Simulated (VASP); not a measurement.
# Se (Pm-3m) in VASP: a series of runs

Runs on Se. Level: LDA. Tasks: relaxation of cell and atoms.

All numbers are computed with VASP 6.6.1; they aren't measurements. Logs are shortened: lines on timing, memory, paths and dates and some standing lists are left out, and cuts for length are marked.

### Step 1. The cell of the first run

Symmetry: Pm-3m, No. 221, cubic system. The conventional cell has a = 2.503 Å, b = 2.503 Å, c = 2.503 Å, α = 90.00°, β = 90.00°, γ = 90.00°. Se (site symmetry m-3m) has 6 Se at 2.50 Å within 3.3 Å.

### Step 2. Relaxation of cell and atoms, LDA, target pressure 36 GPa, at which the enthalpy is minimised

Input file INCAR:

```
  PREC = Accurate
  ENCUT = 600
  EDIFF = 1E-7
  ISMEAR = -1
  SIGMA = 0.1
  LREAL = False
  LASPH = True
  NELM = 80
  ALGO = Normal
  ISIF = 3
  LWAVE = False
  LCHARG = False
  GGA = CA
  IBRION = 2
  NSW = 60
  EDIFFG = -0.005
  PSTRESS = 360.0
```

Input file KPOINTS:

```
Automatic mesh
0
Gamma
  15 15 15
```

Input file POSCAR:

```
Se
1.0
    2.5027173710      0.0000000000      0.0000000000
    0.0000000000      2.5027173710      0.0000000000
    0.0000000000      0.0000000000      2.5027173710
Se
1
Direct
    0.0000000000      0.0000000000      0.0000000000
```

Potentials or basis: VASP PAW LDA potentials, release 64 (Se).

Started as:

```sh
$ cat potpaw_LDA.64/Se/POTCAR > POTCAR
$ mpirun -np 1 vasp_std > vasp.out
```

OUTCAR:

```text
PREC = Accurate
   ENCUT = 600
   EDIFF = 1E-7
   ISMEAR = -1
   LREAL = False
   LASPH = True
   NELM = 80
   ISIF = 3
   GGA = CA
   IBRION = 2
   NSW = 60
   EDIFFG = -0.005
   PSTRESS = 360.0

 ion  position               nearest neighbor table
   1  0.000  0.000  0.000-

  LATTYP: Found a simple cubic cell.
 ALAT       =     2.5027173710

  Lattice vectors:

 A1 = (   2.5027173710,   0.0000000000,   0.0000000000)
 A2 = (   0.0000000000,   2.5027173710,   0.0000000000)
 A3 = (   0.0000000000,   0.0000000000,   2.5027173710)

Analysis of symmetry for initial positions (statically):
=====================================================================
 Subroutine PRICEL returns:
 Original cell was already a primitive cell.

 Routine SETGRP: Setting up the symmetry group for a
 simple cubic supercell.

 Subroutine GETGRP returns: Found 48 space group operations
 (whereof 48 operations were pure point group operations)
 out of a pool of 48 trial point group operations.

The static configuration has the point symmetry O_h .

Analysis of symmetry for dynamics (positions and initial velocities):
=====================================================================
 Subroutine PRICEL returns:
 Original cell was already a primitive cell.

 Routine SETGRP: Setting up the symmetry group for a
 simple cubic supercell.

 Subroutine GETGRP returns: Found 48 space group operations
 (whereof 48 operations were pure point group operations)
 out of a pool of 48 trial point group operations.

The dynamic configuration has the point symmetry O_h .

 Subroutine INISYM returns: Found 48 space group operations
 (whereof 48 operations are pure point group operations),
 and found     1 'primitive' translations

----------------------------------------------------------------------------------------

                                     Primitive cell

  volume of cell :      15.6760

  direct lattice vectors                    reciprocal lattice vectors
     2.502717371  0.000000000  0.000000000     0.399565693  0.000000000  0.000000000
     0.000000000  2.502717371  0.000000000     0.000000000  0.399565693  0.000000000
     0.000000000  0.000000000  2.502717371     0.000000000  0.000000000  0.399565693

  length of vectors
     2.502717371  2.502717371  2.502717371     0.399565693  0.399565693  0.399565693

  position of ions in fractional coordinates (direct lattice)
     0.000000000  0.000000000  0.000000000

  ion indices of the primitive-cell ions
   primitive index   ion index
                 1           1

----------------------------------------------------------------------------------------

 KPOINTS: Automatic mesh

Automatic generation of k-mesh.
 Grid dimensions read from file:
 generate k-points for:   15   15   15

 Generating k-lattice:

  Cartesian coordinates                     Fractional coordinates (reciprocal lattice)
     0.026637713  0.000000000  0.000000000     0.066666667  0.000000000  0.000000000
     0.000000000  0.026637713  0.000000000     0.000000000  0.066666667  0.000000000
     0.000000000  0.000000000  0.026637713     0.000000000  0.000000000  0.066666667

  Length of vectors
     0.026637713  0.026637713  0.026637713

  Shift w.r.t. Gamma in fractional coordinates (k-lattice)
     0.000000000  0.000000000  0.000000000

 Subroutine IBZKPT returns following result:
 ===========================================

 Found    120 irreducible k-points:

 Following reciprocal coordinates:
            Coordinates               Weight
  0.000000  0.000000  0.000000      1.000000
  0.066667  0.000000  0.000000      6.000000
  0.133333  0.000000  0.000000      6.000000
  0.200000  0.000000  0.000000      6.000000
  0.266667  0.000000  0.000000      6.000000
  0.333333  0.000000  0.000000      6.000000
[... 16 lines left out ...]
  0.266667  0.200000  0.000000     24.000000
  0.333333  0.200000  0.000000     24.000000
 [... further k-points ...]
   k-points           NKPTS =    120   k-points in BZ     NKDIM =    120   number of bands    NBANDS=      7
   number of dos      NEDOS =    301   number of ions     NIONS =      1
   total plane-waves  NPLWV =   8000
   dimension x,y,z NGX =    20 NGY =   20 NGZ =   20
   dimension x,y,z NGXF=    40 NGYF=   40 NGZF=   40
   ions per type =               1
   NGX,Y,Z   is equivalent  to a cutoff of  13.29, 13.29, 13.29 a.u.
   NGXF,Y,Z  is equivalent  to a cutoff of  26.57, 26.57, 26.57 a.u.
 SYSTEM =  unknown system
   PREC   = accura    normal or accurate (medium, high low for compatibility)
   ISTART =      0    job   : 0-new  1-cont  2-samecut
   ICHARG =      2    charge: 1-file 2-atom 10-const
   ISPIN  =      1    spin polarized calculation?
   LNONCOLLINEAR =      F non collinear calculations
   LSORBIT =      F    spin-orbit coupling
   LASPH  =      T    aspherical Exc in radial PAW
   ENCUT  =  600.0 eV  44.10 Ry    6.64 a.u.   5.00  5.00  5.00*2*pi/ulx,y,z
   NELM   =     80;   NELMIN=  2; NELMDL= -5     # of ELM steps
   EDIFF  = 0.1E-06   stopping-criterion for ELM
   LREAL  =      F    real-space projection
   EDIFFG = -.5E-02   stopping-criterion for IOM
   NSW    =     60    number of steps for IOM
   IBRION =      2    ionic relax: 0-MD 1-quasi-New 2-CG
   NFREE  =      1    steps in history (QN), initial steepest desc. (CG)
   ISIF   =      3    stress and relaxation
   ISYM   =      2    0-nonsym 1-usesym 2-fastsym
   POTIM  = 0.5000    time-step for ionic-motion
   TEBEG  =    0.0;   TEEND  =   0.0 temperature during run
   PSTRESS=  360.0 pullay stress
   NELECT =       6.0000    total number of electrons
   NUPDOWN=      -1.0000    fix difference up-down
   EMIN   =  10.00;   EMAX   =-10.00  energy-range for DOS
   EFERMI =   0.00;   METHOD = LEGACY
   ISMEAR =    -1;   SIGMA  =   0.10  broadening in eV -4-tet -1-fermi 0-gaus
   EFERMI_NEDOS =   21; number of points for ismear=-14 and -15
   IALGO  =     38    algorithm
   IMIX   =      4    mixing-type and parameters
     AMIX     =   0.40;   BMIX     =  1.00
     AMIX_MAG =   1.60;   BMIX_MAG =  1.00
  volume/ion in A,a.u.               =      15.68       105.79
  Fermi-wavevector in a.u.,A,eV,Ry     =   1.188630  2.246185 19.222880  1.412842
  Thomas-Fermi vector in A             =   2.324755
   LORBIT       =      0    0 simple, 1 ext, 2 COOP (PROOUT), +10 PAW based schemes
   GGA     = CA    functional components
   LHFCALC =     F    Hartree Fock is set to
   AEXX    =    0.0000 exact exchange contribution
   IVDW    =     0    specifies the selected vdW correction
   LEPSILON=     F    determine dielectric tensor
   LRPA    =     F    only Hartree local field effects (RPA)
 conjugate gradient relaxation of ions
 non-spin polarized calculation
  energy-cutoff  :      600.00
  volume of cell :       15.68
 maximum number of plane-waves:       536
 NGX is ok and might be reduce to    20
   NGX =  9   NGY =  9   NGZ =  9

--------------------------------------- Ionic step        1  -------------------------------------------

 number of electron       5.9999998 magnetization

 Free energy of the ion-electron system (eV)
  ---------------------------------------------------
  ext. energy  EPLUGINS =         0.00000000
  ---------------------------------------------------
  free energy    TOTEN  =        -3.41578780 eV

  energy without entropy =       -3.40698618  energy(sigma->0) =       -3.41138699

 E-fermi :  10.1408     XC(G=0): -11.7913

 val. band max:       10.1366581056   @ k =   0.4667   0.4667   0.2667
 cond. band min:      10.2142007225   @ k =   0.2000   0.2000   0.1333
 fundamental gap:      0.0775426168
 Fermi energy:        10.1408014366

 k-point     1 :       0.0000    0.0000    0.0000
  band No.  band energies     occupation
      1     -10.0183      2.00000
      2      12.0323      0.00000
      3      12.0323      0.00000
      4      12.0323      0.00000
      5      17.1290      0.00000
      6      17.1290      0.00000
      7      20.0881      0.00000

 k-point     2 :       0.0667    0.0000    0.0000
  band No.  band energies     occupation
      1      -9.9228      2.00000
      2      10.7994      0.00276
      3      12.1153      0.00000
      4      12.1153      0.00000
      5      17.2135      0.00000
      6      18.0976      0.00000
      7      20.6043      0.00000
[... 322 lines left out ...]
  FREE ENERGIE OF THE ION-ELECTRON SYSTEM (eV)
  ---------------------------------------------------
  free  energy   TOTEN  =        -3.6888862440 eV

  energy  without entropy=       -3.6789053730  energy(sigma->0) =       -3.68389581

  enthalpy is  TOTEN    =         0.0632841296 eV   P V=        3.7521703736

--------------------------------------- Ionic step        4  -------------------------------------------

 number of electron       6.0000002 magnetization

 Free energy of the ion-electron system (eV)
  ---------------------------------------------------
  ext. energy  EPLUGINS =         0.00000000
  ---------------------------------------------------
  free energy    TOTEN  =        -3.67740551 eV

  energy without entropy =       -3.66748785  energy(sigma->0) =       -3.67244668

 E-fermi :   9.0996     XC(G=0): -11.5137

 val. band max:        9.0698029155   @ k =   0.2000   0.1333   0.1333
 cond. band min:       9.1523976717   @ k =   0.4000   0.2000   0.2000
 fundamental gap:      0.0825947562
 Fermi energy:         9.0995574669

 k-point     1 :       0.0000    0.0000    0.0000
  band No.  band energies     occupation
      1     -10.2326      2.00000
      2      10.9316      0.00000
      3      10.9316      0.00000
      4      10.9316      0.00000
      5      16.2677      0.00000
      6      16.2677      0.00000
      7      18.6464      0.00000

 k-point     2 :       0.0667    0.0000    0.0000
  band No.  band energies     occupation
      1     -10.1427      2.00000
      2       9.8079      0.00168
      3      11.0082      0.00000
      4      11.0082      0.00000
      5      16.3486      0.00000
      6      17.1220      0.00000
      7      19.1606      0.00000
[... 242 lines left out ...]
 POSITION                                       TOTAL-FORCE (eV/Angst)
 -----------------------------------------------------------------------------------
      0.00000      0.00000      0.00000        -0.000000      0.000000      0.000000
 -----------------------------------------------------------------------------------
    total drift:                                0.000000     -0.000000      0.000000

  FREE ENERGIE OF THE ION-ELECTRON SYSTEM (eV)
  ---------------------------------------------------
  free  energy   TOTEN  =        -3.6774055143 eV

  energy  without entropy=       -3.6674878515  energy(sigma->0) =       -3.67244668

  enthalpy is  TOTEN    =         0.0631588382 eV   P V=        3.7405643525

 reached required accuracy - stopping structural energy minimisation
```

Wall time 21 s (1 thread of Intel Xeon Platinum 8375C at 2.90GHz (Ice Lake), shared host); peak memory 0.13 GiB.

Results:

* Free energy: -3.6774 eV
* Relaxed volume: 16.65 Å³/atom
* Relaxed cell: a = 2.553 Å, b = 2.553 Å, c = 2.553 Å, α = 90.00°, β = 90.00°, γ = 90.00°
* Space group after relaxing (to 0.05 Å): Pm-3m (No. 221)
* Energy change on relaxing (the enthalpy is what falls): -261.6 meV/atom
* Ionic steps: 4
* Pressure after relaxing: 36.0 GPa
* Band gap on the k mesh: zero (band 3 reaches 13.27 eV, above the bottom of band 4 at 4.60 eV)

Step by step:
```csv
step,energy change (eV),largest force (eV/Å),pressure (GPa),volume (Å³)
1,0.0000,0.0000,51.00,15.68
2,-0.6161,0.0000,10.63,19.25
3,-0.2731,0.0000,35.27,16.70
4,-0.2616,0.0000,35.96,16.65
```

Final structure:
```
CELL_PARAMETERS angstrom
2.55338 0.00000 0.00000
0.00000 2.55338 0.00000
0.00000 0.00000 2.55338
ATOMIC_POSITIONS crystal
Se 0.00000 0.00000 0.00000
```

Caveat: the cell is relaxed towards a set pressure, so the enthalpy falls and the energy may rise.

### Step 3. Relaxation of cell and atoms, LDA, target pressure 36 GPa, at which the enthalpy is minimised

This run uses another cell than the first one, of 16.59 Å³/atom, 1.058 times its volume.

Input file INCAR:

```
SYSTEM = Se
PREC = Accurate
ENCUT = 600
EDIFF = 1E-6
ISMEAR = -1
SIGMA = 0.1
LREAL = .FALSE.
LASPH = .TRUE.
NELM = 60
ALGO = Normal
ISIF = 3
LWAVE = .FALSE.
LCHARG = .FALSE.
IBRION = 2
NSW = 32
EDIFFG = -0.005
PSTRESS = 360.0
```

Input file KPOINTS:

```
regular mesh
0
G
  15 15 15
  0 0 0
```

Input file POSCAR:

```
Se
1.0
    2.5503855460      0.0000000000      0.0000000000
    0.0000000000      2.5503855460      0.0000000000
    0.0000000000      0.0000000000      2.5503855460
Se
1
Direct
    0.0000000000      0.0000000000      0.0000000000
```

Potentials or basis: VASP PAW LDA potentials, release 64 (Se).

Started as:

```sh
$ cat potpaw_LDA.64/Se/POTCAR > POTCAR
$ mpirun -np 1 vasp_std > vasp.out
```

OUTCAR:

```text
SYSTEM = Se
   PREC = Accurate
   ENCUT = 600
   EDIFF = 1E-6
   ISMEAR = -1
   LREAL = .FALSE.
   LASPH = .TRUE.
   NELM = 60
   ISIF = 3
   IBRION = 2
   NSW = 32
   EDIFFG = -0.005
   PSTRESS = 360.0

 ion  position               nearest neighbor table
   1  0.000  0.000  0.000-

  LATTYP: Found a simple cubic cell.
 ALAT       =     2.5503855460

  Lattice vectors:

 A1 = (   2.5503855460,   0.0000000000,   0.0000000000)
 A2 = (   0.0000000000,   2.5503855460,   0.0000000000)
 A3 = (   0.0000000000,   0.0000000000,   2.5503855460)

Analysis of symmetry for initial positions (statically):
=====================================================================
 Subroutine PRICEL returns:
 Original cell was already a primitive cell.
[... 246 lines left out ...]
  ext. energy  EPLUGINS =         0.00000000
  ---------------------------------------------------
  free energy    TOTEN  =        -3.67683000 eV

  energy without entropy =       -3.66691575  energy(sigma->0) =       -3.67187288

 E-fermi :   9.1023     XC(G=0): -11.5145

 val. band max:        9.0725802073   @ k =   0.2000   0.1333   0.1333
 cond. band min:       9.1554100972   @ k =   0.4000   0.2000   0.2000
 fundamental gap:      0.0828298899
 Fermi energy:         9.1023472701

 k-point     1 :       0.0000    0.0000    0.0000
  band No.  band energies     occupation
      1     -10.2320      2.00000
      2      10.9346      0.00000
      3      10.9346      0.00000
      4      10.9346      0.00000
      5      16.2700      0.00000
      6      16.2700      0.00000
      7      18.6503      0.00000
[... 221 lines left out ...]
 k-point    24 :       0.3333    0.2000    0.0000
  band No.  band energies     occupation
      1      -7.3570      2.00000
      2       2.2306      2.00000
      3       7.3257      2.00000
      4      13.1893      0.00000
      5      17.8044      0.00000
      6      20.2288      0.00000
      7      25.9230      0.00000

 [... further k-points ...]
[... 5 lines left out ...]
  --------------------------------------------------------------------------------------
  -------------------------------------------------------------------------------------
  Total        3.7395840      3.7395840      3.7395840     -0.0000000     -0.0000000      0.0000000
  in kB      359.9659829    359.9659829    359.9659829     -0.0000000     -0.0000000      0.0000000
  external PRESSURE =      -0.0340171 kB  Pullay stress =     360.0000000 kB
[... 20 lines left out ...]
  energy  without entropy=       -3.6669157526  energy(sigma->0) =       -3.67187288

  enthalpy is  TOTEN    =         0.0631074408 eV   P V=        3.7399374383

 reached required accuracy - stopping structural energy minimisation
```

OSZICAR:

```text
N       E                     dE             d eps       ncg     rms          rms(c)
DAV:   1     0.105884733061E+02    0.10588E+02   -0.34082E+03  1687   0.849E+02
DAV:   2    -0.345774701151E+01   -0.14046E+02   -0.13331E+02  2317   0.897E+01
DAV:   3    -0.368478578056E+01   -0.22704E+00   -0.21400E+00  1967   0.123E+01
[... 15 lines left out ...]
DAV:   1    -0.367768812556E+01    0.29227E-01   -0.25149E-02  1743   0.106E+00    0.194E-01
DAV:   2    -0.367706999194E+01    0.61813E-03   -0.57018E-04  1855   0.182E-01    0.109E-01
DAV:   3    -0.367683165267E+01    0.23834E-03   -0.63411E-04  1806   0.157E-01    0.238E-02
DAV:   4    -0.367683019138E+01    0.14613E-05   -0.26570E-06  1939   0.158E-02    0.765E-03
DAV:   5    -0.367682999748E+01    0.19390E-06   -0.13515E-07   973   0.332E-03
   3 F= 0.63107441E-01 E0= 0.68064563E-01  d E =-.129902E-03
```

CONTCAR:

```text
Se
   1.00000000000000
     2.5532351010270853    0.0000000000000000   -0.0000000000000000
    -0.0000000000000000    2.5532351010270857   -0.0000000000000000
     0.0000000000000000    0.0000000000000000    2.5532351010270857
  Se
     1
Direct
     0.0000000000000000    0.0000000000000000    0.0000000000000000

  0.00000000E+00  0.00000000E+00  0.00000000E+00
```

Run time: 15 s. Hardware: 1 thread of Intel Xeon Platinum 8375C at 2.90GHz (Ice Lake), shared host; peak memory 0.13 GiB.

What came out:

| Quantity | Value |
| --- | --- |
| Free energy | -3.6768 eV |
| Relaxed volume | 16.64 Å³/atom |
| Relaxed cell | a = 2.553 Å, b = 2.553 Å, c = 2.553 Å, α = 90.00°, β = 90.00°, γ = 90.00° |
| Space group after relaxing (to 0.05 Å) | Pm-3m (No. 221) |
| Energy change on relaxing (the enthalpy is what falls) | -12.6 meV/atom |
| Ionic steps | 3 |
| Pressure after relaxing | 36.0 GPa |
| Band gap on the k mesh | zero (band 3 reaches 13.27 eV, above the bottom of band 4 at 4.60 eV) |

The path:
```tsv
step	energy change (eV)	largest force (eV/Å)	pressure (GPa)	volume (Å³)
1	0.0000	0.0000	36.77	16.59
2	-0.0427	0.0000	34.17	16.78
3	-0.0126	0.0000	36.00	16.64
```

Final structure:
```xyz
1
Lattice="2.5532 0.0000 0.0000 0.0000 2.5532 0.0000 0.0000 0.0000 2.5532" Properties=species:S:1:pos:R:3 pbc="T T T"
Se    0.0000    0.0000    0.0000
```

Levels at points of the mesh, in eV from the Fermi level:
| k point | band 1 | band 2 | band 3 | band 4 | band 5 | band 6 | band 7 |
| --- | --- | --- | --- | --- | --- | --- | --- |
| (0.00, 0.00, 0.00) | -19.33 | 1.83 | 1.83 | 1.83 | 7.17 | 7.17 | 9.55 |

Caveat: the cell is relaxed towards a set pressure, so the enthalpy falls and the energy may rise.
